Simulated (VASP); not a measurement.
A run of VASP 6.6.1 is set up as follows.

INCAR

```
SYSTEM = Pb
  PREC = Accurate
  ENCUT = 520
  EDIFF = 1E-7
  ISMEAR = -1
  SIGMA = 0.05
  LREAL = .False.
  LASPH = .True.
  NELM = 80
  ALGO = Normal
  ISIF = 2
  LWAVE = .False.
  LCHARG = .True.
  GGA = PE
  LELF = .True.
  LVHAR = .True.
  NBANDS = 21
```

File KPOINTS:

```
Automatic mesh
0
Gamma
  13 13 13
  0 0 0
```

Contents of POSCAR:

```
Pb
1.0
   -3.1425706940      3.1425706940      1.6753043400
    3.1425706940     -3.1425706940      1.6753043400
    3.1425706940      3.1425706940     -1.6753043400
Pb
2
Direct
   -0.3750000000     -0.1250000000     -0.2500000000
    0.3750000000      0.1250000000      0.2500000000
```

Potentials or basis: VASP PAW PBE potentials, release 64 (Pb_d).

Run with:

```console
$ cat potpaw_PBE.64/Pb_d/POTCAR > POTCAR
$ mpirun -np 1 vasp_std > vasp.out
```

(1) What does it give for the pressure?

(2) What does it give for the band gap on the k mesh?

Answers

(1) 0.2 GPa.

(2) zero (band 14 reaches 7.30 eV, above the bottom of band 15 at 4.30 eV).

Caveat: spin-orbit coupling is left out, which moves the levels of the heavy elements.
